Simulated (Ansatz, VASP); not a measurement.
# One calculation of As, two programs

Contents of INCAR:

```
SYSTEM = As
PREC     = Accurate       ! precision mode
ENCUT    = 520            ! plane-wave cutoff, eV
EDIFF    = 1E-6           ! SCF threshold, eV
ISMEAR   = 0              ! smearing method
SIGMA    = 0.02           ! smearing width, eV
LREAL    = .FALSE.        ! projectors in reciprocal space
LASPH    = .TRUE.         ! aspherical terms in the spheres
NELM     = 100            ! most SCF steps
ALGO     = Normal         ! electronic algorithm
ISIF     = 2              ! what is computed and relaxed
LWAVE    = .FALSE.        ! write WAVECAR
LCHARG   = .FALSE.        ! write CHGCAR
LDIPOL   = .TRUE.       
IDIPOL   = 3            
DIPOL    = 0.5 0.5 0.500
GGA      = PE             ! functional
NBANDS   = 12             ! bands
```

File KPOINTS:

```
Automatic mesh
0
G
  9 9 1
  0 0 0
```

Contents of POSCAR:

```
As
1.0
    3.4390000000      0.0000000000      0.0000000000
   -1.7195000000      2.9782613636      0.0000000000
    0.0000000000      0.0000000000     28.0000000000
As
2
Direct
    0.3333333333      0.6666666667      0.5159642857
    0.6666666667      0.3333333333      0.4840357143
```

Input for Ansatz:

```yaml
crystal:
  lattice:
    - [3.439, 0.0, 0.0]
    - [-1.7195, 2.9782613636, 0.0]
    - [0.0, 0.0, 28.0]
  atoms:
    - { symbol: As, position: [0.3333333333, 0.6666666667, 0.5159642857] }
    - { symbol: As, position: [0.6666666667, 0.3333333333, 0.4840357143] }
  periodic: [true, true, false]
basis:
  ecutwfc: 420
kpoints:
  mp_grid: { grid: [9, 9, 1] }
hamiltonian:
  xc: pbe
scf:
  occupations: { method: gaussian, width: 0.02 }
output:
  forces: true
  stress: true
  eigenvalues: true
```

Alike in both runs: task single point; functional PBE; k mesh 9 × 9 × 1; occupations gaussian, width 0.02 eV; no spin polarisation.

|  | VASP | Ansatz |
| --- | --- | --- |
| version | VASP 6.6.1 | Ansatz 0.2.0 |
| potentials or method | VASP PAW PBE potentials, release 64 (As), cutoff 520 eV | scalar-relativistic, plane waves, PAW |
| valence electrons in the cell | 10 | 30 |

VASP gave:

| Property | Result |
| --- | --- |
| gap on the k mesh at the Fermi level (eV) | none |
| rms of the force components (eV/Å) | 4.320 |

Task: Which values does Ansatz return?

Result: gap on the k mesh at the Fermi level (eV): none; rms of the force components (eV/Å): 4.240.

Atom by atom the forces differ by 0.080 eV/Å (rms over components). A gap of «none» marks a metal or a gap that the smearing closes. VASP's potentials hold 10 valence electrons a cell and Ansatz's 30, so a difference there can come from the potentials and not from the codes.
